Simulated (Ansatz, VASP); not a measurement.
# Two plane-wave programs on TlBr

Contents of INCAR:

```
SYSTEM = TlBr
PREC = Accurate
ENCUT = 500
EDIFF = 1E-6
ISMEAR = -1
SIGMA = 0.02
LREAL = .FALSE.
LASPH = .TRUE.
NELM = 120
ALGO = Normal
ISIF = 2
LWAVE = .FALSE.
LCHARG = .TRUE.
GGA = PE
LELF = .TRUE.
LVHAR = .TRUE.
NBANDS = 17
GGA_COMPAT = .FALSE.
```

File KPOINTS:

```
Automatic mesh
0
G
  6 6 6
  0 0 0
```

POSCAR

```
TlBr
1.0
    3.9461936984      0.0000000000      0.0000000000
    0.0000000000      3.9461936984      0.0000000000
    0.0000000000      0.0000000000      3.9461936984
Tl Br
1 1
Direct
    0.0000000000      0.0000000000      0.0000000000
    0.5000000000      0.5000000000      0.5000000000
```

Input for Ansatz:

```yaml
crystal:
  lattice:
    - [3.9461936984, 0.0, 0.0]
    - [0.0, 3.9461936984, 0.0]
    - [0.0, 0.0, 3.9461936984]
  atoms:
    - { symbol: Tl, position: [0.0, 0.0, 0.0] }
    - { symbol: Br, position: [0.5, 0.5, 0.5] }
kpoints:
  mp_grid: { grid: [6, 6, 6] }
  band_path:
    path:
      - [[0.0, 0.0, 0.0], [0.0, 0.5, 0.0], [0.5, 0.5, 8.134124895983e-36], [0.0, 0.0, 0.0], [0.5, 0.5, 0.5], [0.0, 0.5, 0.0]]
      - [[0.5, 0.5, 0.5], [0.5, 0.5, 8.134124895983e-36]]
    npoints: 10
hamiltonian:
  xc: pbe
scf:
  occupations: { method: fermi_dirac, width: 0.02 }
  n_extra_bands: 4
output:
  forces: true
  stress: true
  eigenvalues: true
```

Alike in both runs: task single point; functional PBE; k mesh 6 × 6 × 6; occupations fermi-dirac, width 0.02 eV; no spin polarisation.

|  | VASP | Ansatz |
| --- | --- | --- |
| version | VASP 6.6.1 | Ansatz 0.2.0 |
| potentials or method | VASP PAW PBE potentials, release 64 (Tl_d, Br) | plane waves, PAW |
| plane-wave cutoff (eV) | 500 | 420 |
| valence electrons in the cell | 20 | 20 |

VASP gave:

- gap on the k mesh at the Fermi level (eV): 1.79
- pressure (GPa): 1.9

Which values does Ansatz return?

gap on the k mesh at the Fermi level (eV): 1.78; pressure (GPa): 1.9.

Neither program's run includes spin-orbit coupling.
